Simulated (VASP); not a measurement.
# LaMgAu in VASP: single point with r2SCAN

Aim: the single point of LaMgAu with r2SCAN.

Program: VASP 6.6.1. These are calculated values, not measurements. Logs are shortened: lines on timing, memory, paths and dates and some standing lists are left out, and cuts for length are marked.

## (1) The cell of the first run

The cell holds a disordered packing, 9 atoms: a = 5.715 Å, b = 7.147 Å, c = 5.818 Å, α = 100.28°, β = 88.35°, γ = 91.14°.

## (2) Single point, r2SCAN

Input file POSCAR:

```
LaMgAu
1.0
    5.6992930000      0.0255450000      0.4224570000
   -0.1268830000      7.1166670000     -0.6429880000
   -0.2587670000     -0.5246560000      5.7885620000
La Mg Au
3 3 3
Direct
    0.2701950000      0.7608570000      0.1148310000
    0.7268220000      0.3352060000      0.3646870000
    0.7346790000      0.8763920000      0.4868770000
    0.1132110000      0.3387510000      0.9805680000
    0.4877750000      0.1075940000      0.9254720000
    0.6389070000      0.4644720000      0.8953810000
    0.2283260000      0.1807350000      0.4426850000
    0.2916710000      0.5590430000      0.5691940000
    0.7793510000      0.8284050000      0.9729300000
```

Input file INCAR.step1:

```
SYSTEM = LaMgAu
ALGO = Normal ; EDIFF = 1E-4
ENCUT = 520 ; GGA = PE
ISMEAR = -1 ; LASPH = .TRUE.
LCHARG = .FALSE. ; LREAL = .FALSE.
LWAVE = .TRUE. ; NBANDS = 46
NELM = 80 ; PREC = Accurate
SIGMA = 0.1
```

Input file INCAR.step2:

```
SYSTEM = LaMgAu
ALGO = Normal ; EDIFF = 1E-7
ENCUT = 520 ; ISIF = 2
ISMEAR = -1 ; ISTART = 1
LASPH = .TRUE. ; LCHARG = .TRUE.
LELF = .TRUE. ; LMIXTAU = .TRUE.
LREAL = .FALSE. ; LVHAR = .TRUE.
LWAVE = .FALSE. ; METAGGA = R2SCAN
NBANDS = 46 ; NELM = 80
PREC = Accurate ; SIGMA = 0.1
```

Input file KPOINTS:

```
Automatic mesh
0
Gamma
  3 3 3
  0.5 0.5 0.5
```

Potentials or basis: VASP PAW PBE potentials, release 64 (La, Mg, Au).

Run with:

```
$ cat potpaw_PBE.64/La/POTCAR potpaw_PBE.64/Mg/POTCAR potpaw_PBE.64/Au/POTCAR > POTCAR
$ cp INCAR.step1 INCAR
$ mpirun -np 1 vasp_std > vasp.out
$ cp INCAR.step2 INCAR
$ mpirun -np 1 vasp_std > vasp.out
```

OUTCAR:

```text
SYSTEM = LaMgAu
   EDIFF = 1E-7
   ENCUT = 520
   ISIF = 2
   ISMEAR = -1
   ISTART = 1
   LASPH = .TRUE.
   LREAL = .FALSE.
   METAGGA = R2SCAN
   NELM = 80
   PREC = Accurate

 ion  position               nearest neighbor table
   1  0.270  0.761  0.115-   9 3.02   9 3.05   4 3.10   6 3.10   5 3.11   8 3.24   8 3.24   7 3.26
                             3 3.47
   2  0.727  0.335  0.365-   8 3.08   7 3.09   6 3.09   6 3.09   4 3.10   5 3.11   7 3.17   3 3.48

   3  0.735  0.876  0.487-   9 2.93   9 2.95   5 3.10   8 3.45   1 3.47   2 3.48   7 3.56
   4  0.113  0.339  0.981-   5 2.71   6 2.96   2 3.10   1 3.10   6 3.17   7 3.19   7 3.19   8 3.22

   5  0.488  0.108  0.925-   9 2.68   4 2.71   6 2.71   3 3.10   2 3.11   1 3.11   7 3.28   7 3.34

   6  0.639  0.464  0.895-   9 2.67   5 2.71   8 2.95   4 2.96   2 3.09   2 3.09   1 3.10   4 3.17

   7  0.228  0.181  0.443-   8 2.69   2 3.09   2 3.17   4 3.19   4 3.19   1 3.26   5 3.28   5 3.34
                             3 3.56
   8  0.292  0.559  0.569-   7 2.69   6 2.95   2 3.08   4 3.22   1 3.24   1 3.24   3 3.45
   9  0.779  0.828  0.973-   6 2.67   5 2.68   3 2.93   3 2.95   1 3.02   1 3.05

  LATTYP: Found a triclinic cell.
 ALAT       =     8.2719521254
 B/A-ratio  =     1.4096755691
 C/A-ratio  =     2.1406797337
 COS(alpha) =     0.0012889434
 COS(beta)  =     0.5923153846
 COS(gamma) =     0.7947672459

  Lattice vectors:

 A1 = (  -5.4405260000,   0.4991110000,  -6.2110190000)
 A2 = (  -5.5674090000,   7.6157780000,  -6.8540070000)
 A3 = (  -4.9279930000, -13.2095670000, -10.7136050000)

Analysis of symmetry for initial positions (statically):
=====================================================================
 Subroutine PRICEL returns:
 Original cell was already a primitive cell.

 Routine SETGRP: Setting up the symmetry group for a
 triclinic supercell.

 Subroutine GETGRP returns: Found  1 space group operations
 (whereof  1 operations were pure point group operations)
 out of a pool of  2 trial point group operations.

The static configuration has the point symmetry C_1 .

Analysis of symmetry for dynamics (positions and initial velocities):
=====================================================================
 Subroutine PRICEL returns:
 Original cell was already a primitive cell.

 Routine SETGRP: Setting up the symmetry group for a
 triclinic supercell.

[... 112 lines left out ...]
   NFREE  =      0    steps in history (QN), initial steepest desc. (CG)
   ISIF   =      2    stress and relaxation
   ISYM   =      2    0-nonsym 1-usesym 2-fastsym
   POTIM  = 0.5000    time-step for ionic-motion
   TEBEG  =    0.0;   TEEND  =   0.0 temperature during run
   PSTRESS=    0.0 pullay stress
   NELECT =      72.0000    total number of electrons
   NUPDOWN=      -1.0000    fix difference up-down
   EMIN   =  10.00;   EMAX   =-10.00  energy-range for DOS
   EFERMI =   0.00;   METHOD = LEGACY
   ISMEAR =    -1;   SIGMA  =   0.10  broadening in eV -4-tet -1-fermi 0-gaus
   EFERMI_NEDOS =   21; number of points for ismear=-14 and -15
   IALGO  =     38    algorithm
   IMIX   =      4    mixing-type and parameters
     AMIX     =   0.40;   BMIX     =  1.00
     AMIX_MAG =   1.60;   BMIX_MAG =  1.00
  volume/ion in A,a.u.               =      25.97       175.22
  Fermi-wavevector in a.u.,A,eV,Ry     =   1.105704  2.089477 16.634217  1.222580
  Thomas-Fermi vector in A             =   2.242194
   LORBIT       =      0    0 simple, 1 ext, 2 COOP (PROOUT), +10 PAW based schemes
   METAGGA = R2SCAN    functional components
   LHFCALC =     F    Hartree Fock is set to
   AEXX    =    0.0000 exact exchange contribution
   IVDW    =     0    specifies the selected vdW correction
   LEPSILON=     F    determine dielectric tensor
   LRPA    =     F    only Hartree local field effects (RPA)
 non-spin polarized calculation
  energy-cutoff  :      520.00
  volume of cell :      233.69
 maximum number of plane-waves:      6305
 NGX is ok and might be reduce to    48
   NGX = 21   NGY = 27   NGZ = 21

 number of electron      72.0000000 magnetization

 Free energy of the ion-electron system (eV)
  ---------------------------------------------------
  ext. energy  EPLUGINS =         0.00000000
  ---------------------------------------------------
  free energy    TOTEN  =      -254.90400074 eV

  energy without entropy =     -254.65749266  energy(sigma->0) =     -254.78074670

 E-fermi :   6.6416     XC(G=0): -10.4995

 val. band max:        6.6379238942   @ k =   0.5000   0.5000   0.5000
 cond. band min:       6.6777264581   @ k =   0.1667   0.5000   0.1667
 fundamental gap:      0.0398025639
 Fermi energy:         6.6415965810

 k-point     1 :       0.1667    0.1667    0.1667
  band No.  band energies     occupation
      1     -27.8093      2.00000
      2     -27.5175      2.00000
      3     -27.4959      2.00000
      4     -11.4527      2.00000
      5     -11.4232      2.00000
      6     -11.2710      2.00000
[... 675 lines left out ...]
     45       8.3160      0.00000
     46       8.4170      0.00000

------------------------ aborting loop because EDIFF is reached ----------------------------------------

  FORCE on cell =-STRESS in cart. coord.  units (eV):
  Direction    XX          YY          ZZ          XY          YZ          ZX
  --------------------------------------------------------------------------------------
  -------------------------------------------------------------------------------------
  Total        2.0931078      7.5911434      3.2909727     -1.1726100      0.0263435     -3.9051552
  in kB       14.3503126     52.0447530     22.5628539     -8.0393946      0.1806109    -26.7736793
  external PRESSURE =      29.6526398 kB  Pullay stress =       0.0000000 kB

 VOLUME and BASIS-vectors are now :
 -----------------------------------------------------------------------------
  energy-cutoff  :      520.00
  volume of cell :      233.69
      direct lattice vectors                 reciprocal lattice vectors
     5.699293000  0.025545000  0.422457000     0.174837841  0.003854905  0.008165199
    -0.126883000  7.116667000 -0.642988000    -0.001581209  0.141640531  0.012767141
    -0.258767000 -0.524656000  5.788562000    -0.012935539  0.015451960  0.173576732

 POSITION                                       TOTAL-FORCE (eV/Angst)
 -----------------------------------------------------------------------------------
      1.41367      5.36142      0.28963        -1.006275      0.345687      0.351314
      4.00547      2.21278      2.20253         0.044769      0.055240      0.821214
      3.94996      6.00031      2.56518         0.545577     -0.270667      0.267086
      0.34850      1.89921      5.50609        -0.050858     -0.534683     -0.899489
      2.52684      0.29262      5.49403         0.029907     -0.264584     -0.402797
      3.35069      2.85205      5.15423         0.392838      0.793062     -0.334476
      1.16381      1.05981      2.54276        -0.025285     -1.263863     -0.044623
      1.44410      3.68734      3.05858        -0.087090      0.991675      0.216891
      4.08488      5.40494      5.42845         0.156418      0.148132      0.024880
 -----------------------------------------------------------------------------------
    total drift:                               -0.002458     -0.002826      0.001018

  FREE ENERGIE OF THE ION-ELECTRON SYSTEM (eV)
  ---------------------------------------------------
  free  energy   TOTEN  =      -254.9040007396 eV

  energy  without entropy=     -254.6574926640  energy(sigma->0) =     -254.78074670
```

It took 34 min on 1 thread of AMD EPYC 7R13, shared host; peak memory 0.43 GiB.

Results:

| Quantity | Value |
| --- | --- |
| Free energy | -254.9040 eV |
| Pressure | 3.0 GPa |
| Largest force | 1.265 eV/Å |
| Band gap on the k mesh | zero (bands 36 and 37 overlap by 0.12 eV) |

Forces on the atoms (eV/Å):
```
La  -1.006  0.346  0.351
La   0.045  0.055  0.821
La   0.546 -0.271  0.267
Mg  -0.051 -0.535 -0.899
Mg   0.030 -0.265 -0.403
Mg   0.393  0.793 -0.334
Au  -0.025 -1.264 -0.045
Au  -0.087  0.992  0.217
Au   0.156  0.148  0.025
```

Stress tensor (GPa, compression positive):
```
 1.44 -0.80 -2.68
-0.80  5.20  0.02
-2.68  0.02  2.26
```

Levels at points of the mesh, in eV from the Fermi level:
| k point | band 32 | band 33 | band 34 | band 35 | band 36 | band 37 | band 38 | band 39 | band 40 | band 41 |
| --- | --- | --- | --- | --- | --- | --- | --- | --- | --- | --- |
| (0.50, 0.50, 0.50) | -2.47 | -1.88 | -0.89 | -0.76 | 0.00 | 0.18 | 0.37 | 0.59 | 0.89 | 1.11 |

Caveat: the k points lie up to 0.37 Å⁻¹ apart; the PAW data sets were made with another functional, which shifts forces and pressure a little; spin-orbit coupling is left out, which moves the levels of the heavy elements.
